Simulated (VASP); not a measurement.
Here is a VASP 6.6.1 calculation.

The input INCAR:

```
SYSTEM = C
  PREC = Accurate
  ENCUT = 1300
  EDIFF = 1E-6
  ISMEAR = 0
  SIGMA = 0.05
  LREAL = .False.
  LASPH = .True.
  NELM = 120
  ALGO = Normal
  ISIF = 2
  LWAVE = .False.
  LCHARG = .False.
  GGA = CA
  NBANDS = 11
  GGA_COMPAT = .False.
```

Contents of KPOINTS:

```
regular mesh
0
Gamma
  12 12 12
  0 0 0
```

POSCAR

```
C
1.0
    0.0000000000      1.7237118692      1.8529902594
    1.7237118692      0.0000000000      1.8529902594
    1.7237118692      1.7237118692      0.0000000000
C
2
Direct
    0.5000000000      0.5000000000      0.5000000000
    0.7500000000      0.7500000000      0.7500000000
```

Potentials or basis: VASP PAW LDA potentials, release 64 (C_h).

Run with:

```sh
$ cat potpaw_LDA.64/C_h/POTCAR > POTCAR
$ mpirun -np 1 vasp_std > vasp.out
```

(1) What does it give for the band gap on the k mesh?

(2) What does it give for the pressure?

## Answers

(1) 3.28 eV (least direct gap 4.98 eV).

(2) 1.1 GPa.

Caveat: the stress differs along the axes, from -48 to 26 GPa.
